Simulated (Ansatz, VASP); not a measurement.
## Ge in VASP and in Ansatz

Contents of POSCAR:

```
Ge
1.0
    3.9956626301      0.0000000000      0.0000000000
   -1.9978313150      3.4603453426      0.0000000000
    0.0000000000      0.0000000000     10.8447818813
Ge
4
Direct
    0.6666666667      0.3333333333      0.4148480000
    0.3333333333      0.6666666667      0.9148480000
    0.0000000000      0.0000000000      0.4774520000
    0.0000000000      0.0000000000      0.9774520000
```

File INCAR.step1:

```
SYSTEM = Ge
ALGO     = Normal         ! electronic algorithm
EDIFF    = 1E-4           ! SCF threshold, eV
ENCUT    = 520            ! plane-wave cutoff, eV
GGA      = PE             ! functional
ISMEAR   = -1             ! smearing method
LASPH    = .True.         ! aspherical terms in the spheres
LCHARG   = .False.        ! write CHGCAR
LREAL    = .False.        ! projectors in reciprocal space
LWAVE    = .True.         ! write WAVECAR
NBANDS   = 36             ! bands
NELM     = 60             ! most SCF steps
PREC     = Accurate       ! precision mode
SIGMA    = 0.05           ! smearing width, eV
```

The input INCAR.step2:

```
SYSTEM = Ge
ALGO     = Normal         ! electronic algorithm
EDIFF    = 1E-6           ! SCF threshold, eV
ENCUT    = 520            ! plane-wave cutoff, eV
ISIF     = 2              ! what is computed and relaxed
ISMEAR   = -1             ! smearing method
ISTART   = 1            
LASPH    = .True.         ! aspherical terms in the spheres
LCHARG   = .False.        ! write CHGCAR
LMIXTAU  = .True.       
LREAL    = .False.        ! projectors in reciprocal space
LWAVE    = .False.        ! write WAVECAR
METAGGA  = R2SCAN         ! meta-GGA
NBANDS   = 36             ! bands
NELM     = 60             ! most SCF steps
PREC     = Accurate       ! precision mode
SIGMA    = 0.05           ! smearing width, eV
```

File KPOINTS:

```
k-points
0
Gamma
  6 6 2
  0 0 0
```

The input input.yaml:

```yaml
crystal:
  lattice:
    - [3.9956626301, 0.0, 0.0]
    - [-1.997831315, 3.4603453426, 0.0]
    - [0.0, 0.0, 10.8447818813]
  atoms:
    - { symbol: Ge, position: [0.6666666667, 0.3333333333, 0.414848] }
    - { symbol: Ge, position: [0.3333333333, 0.6666666667, 0.914848] }
    - { symbol: Ge, position: [0.0, 0.0, 0.477452] }
    - { symbol: Ge, position: [0.0, 0.0, 0.977452] }
hamiltonian:
  xc: r2scan
  pseudopotentials: { kind: paw }
kpoints:
  mp_grid: { grid: [6, 6, 2] }
scf:
  occupations: { method: fermi_dirac, width: 0.05 }
output:
  forces: true
  stress: true
  eigenvalues: true
```

Alike in both runs: task single point; functional r2SCAN; k mesh 6 × 6 × 2; occupations fermi-dirac, width 0.05 eV; no spin polarisation.

|  | VASP | Ansatz |
| --- | --- | --- |
| version | VASP 6.6.1 | Ansatz 0.2.0 |
| potentials or method | VASP PAW PBE potentials, release 64 (Ge_d) | Ansatz PAW |
| plane-wave cutoff (eV) | 520 | 500 |
| valence electrons in the cell | 56 | 56 |

VASP gave:

```
gap on the k mesh at the Fermi level (eV)                     : none
pressure (GPa)                                                : -0.5
traceless stress, the component that is largest in VASP (GPa) : -0.28
rms of the force components (eV/Å)                            : 0.088
```

Q: What did Ansatz give for the same quantities?

A: gap on the k mesh at the Fermi level (eV): none; pressure (GPa): -0.6; traceless stress, the component that is largest in VASP (GPa): -0.24; rms of the force components (eV/Å): 0.094.

VASP's potentials were made for PBE, not for r2SCAN. Atom by atom the forces differ by 0.005 eV/Å (rms over components). A gap of «none» marks a metal or a gap that the smearing closes.
